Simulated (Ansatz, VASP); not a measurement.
## S: VASP beside Ansatz

File INCAR:

```
SYSTEM = S
PREC = Accurate
ENCUT = 400
EDIFF = 1E-6
ISMEAR = 0
SIGMA = 0.005
LREAL = .False.
LASPH = .True.
NELM = 200
ALGO = Normal
ISIF = 2
LWAVE = .False.
LCHARG = .False.
ISPIN = 2
MAGMOM = 2.1
LORBIT = 11
GGA = PS
NBANDS = 13
GGA_COMPAT = .False.
NELMDL = -8
```

The input KPOINTS:

```
Automatic mesh
0
Gamma
  1 1 1
  0 0 0
```

POSCAR

```
S
1.0
   10.5000000000      0.0000000000      0.0000000000
    0.0000000000     11.0000000000      0.0000000000
    0.0000000000      0.0000000000     11.5000000000
S
1
Direct
    0.5000000000      0.5045454500      0.5000000000
```

Input for Ansatz:

```yaml
crystal:
  lattice:
    - [10.5, 0.0, 0.0]
    - [0.0, 11.0, 0.0]
    - [0.0, 0.0, 11.5]
  atoms:
    - { symbol: S, position: [0.5, 0.50454545, 0.5], spin: 2.1 }
magnetization:
  spin_polarized: true
hamiltonian:
  xc: pbesol
kpoints:
  mp_grid: { grid: [1, 1, 1] }
scf:
  occupations: { method: gaussian, width: 0.005 }
  max_iter: 140
  lower_state_search: "off"
output:
  forces: true
```

Alike in both runs: task single point; functional PBEsol; k mesh 1 × 1 × 1; occupations gaussian, width 0.005 eV; collinear spin.

```csv
,VASP,Ansatz
version,VASP 6.6.1,Ansatz 0.2.0
potentials or method,"VASP PAW PBE potentials, release 64 (S)","scalar-relativistic, plane waves, PAW"
plane-wave cutoff (eV),400,420
valence electrons in the cell,6,6
```

Ansatz gave:

* net moment per atom (μB): 2.00
* size of the moment on the site where the two differ most (μB): 2.00

Problem. What did VASP give for the same quantities?

Solution. net moment per atom (μB): 2.00; size of the moment on the site where the two differ most (μB): 1.10.

VASP's potentials were made for PBE, not for PBEsol. Site moments also hang on the region over which each program counts them. Ansatz's warnings: stability check not made.
